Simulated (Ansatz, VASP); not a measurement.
# One calculation of TaN, two programs

File INCAR:

```
SYSTEM = TaN
PREC = Accurate ; ENCUT = 520
EDIFF = 1E-7 ; ISMEAR = 0
SIGMA = 0.15 ; LREAL = .FALSE.
LASPH = .TRUE. ; NELM = 100
ALGO = Normal ; ISIF = 2
LWAVE = .FALSE. ; LCHARG = .FALSE.
GGA = PS ; NBANDS = 24
```

KPOINTS

```
regular mesh
0
G
  20 20 12
  0 0 0
```

Contents of POSCAR:

```
TaN
1.0
    0.0000000000      0.0000000000      2.8707276426
    2.9239890448      0.0000000000      0.0000000000
    0.0000000000      5.0644975863      0.0000000000
Ta N
2 2
Direct
    0.5000000000      0.0384748364      0.3333333333
    0.5000000000      0.4615251636      0.8333333333
    0.0000000000      0.5165737136      0.5000000000
    0.0000000000     -0.0165737136      0.0000000000
```

Input for Ansatz:

```yaml
crystal:
  lattice:
    - [0.0, 0.0, 2.8707276426]
    - [2.9239890448, 0.0, 0.0]
    - [0.0, 5.0644975863, 0.0]
  atoms:
    - { symbol: Ta, position: [0.5, 0.0384748364, 0.3333333333] }
    - { symbol: Ta, position: [0.5, 0.4615251636, 0.8333333333] }
    - { symbol: "N", position: [0.0, 0.5165737136, 0.5] }
    - { symbol: "N", position: [0.0, -0.0165737136, 0.0] }
basis:
  ecutwfc: 420
kpoints:
  mp_grid: { grid: [20, 20, 12] }
hamiltonian:
  xc: pbesol
scf:
  occupations: { method: gaussian, width: 0.15 }
output:
  forces: true
  stress: true
  eigenvalues: true
```

Change from the starting cell: mode 4 (178.8 1/cm) frozen in, largest displacement +0.113 Å.

Alike in both runs: task single point; functional PBEsol; k mesh 20 × 20 × 12; occupations gaussian, width 0.15 eV; no spin polarisation.

```csv
,VASP,Ansatz
version,VASP 6.6.1,Ansatz 0.2.0
potentials or method,"VASP PAW PBE potentials, release 64 (Ta_pv, N), cutoff 520 eV","scalar-relativistic, plane waves, PAW"
valence electrons in the cell,32,36
```

VASP gave:

* gap on the k mesh at the Fermi level (eV): none
* pressure (GPa): 2.6
* traceless stress, the component that is largest in VASP (GPa): 2.94
* rms of the force components (eV/Å): 0.957

Q: What did Ansatz give for the same quantities?

A: gap on the k mesh at the Fermi level (eV): none; pressure (GPa): 1.7; traceless stress, the component that is largest in VASP (GPa): 3.02; rms of the force components (eV/Å): 0.957.

VASP's potentials were made for PBE, not for PBEsol. Atom by atom the forces differ by 0.004 eV/Å (rms over components). A gap of «none» marks a metal or a gap that the smearing closes. The functional is the same, so the differences come from potentials, cutoffs and numerics. VASP's potentials hold 32 valence electrons a cell and Ansatz's 36, so a difference there can come from the potentials and not from the codes.

Neither program's run includes spin-orbit coupling.
